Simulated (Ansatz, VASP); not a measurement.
# One calculation of Ti5SiMo, two programs

```
CELL_PARAMETERS angstrom
4.45332 0.00000 0.00000
0.00000 4.45332 0.00000
0.00000 0.00000 6.10874
ATOMIC_POSITIONS crystal
Ti 0.00000 0.50000 0.25791
Ti 0.00000 0.50000 0.74209
Ti 0.50000 0.00000 0.25791
Ti 0.50000 0.00000 0.74209
Ti 0.00000 0.00000 0.00000
Si 0.00000 0.00000 0.50000
Mo 0.50000 0.50000 0.00000
```

Change from the starting cell: species swapped into the ZnPPt5 type (P4/mmm, No. 123).

Alike in both runs: functional PBE; k mesh 8 × 8 × 6; occupations gaussian, width 0.1 eV; no spin polarisation.

Ansatz relaxed the structure, and its values are those at the end. VASP's run is a single point on that final structure, the one shown.

|  | VASP | Ansatz |
| --- | --- | --- |
| version | VASP 6.6.1 | Ansatz 0.2.0 |
| potentials or method | VASP PAW PBE potentials, release 64 (Ti_sv, Si, Mo_sv), cutoff 520 eV | scalar-relativistic, plane waves, PAW |
| valence electrons in the cell | 78 | 78 |

```csv
,VASP,Ansatz,Ansatz less VASP
gap on the k mesh at the Fermi level (eV),none,none,-
pressure (GPa),-0.1,0.0,+0.08
```

A gap of «none» marks a metal or a gap that the smearing closes. With one functional, cell and mesh, what is left measures potentials, basis and numerics.
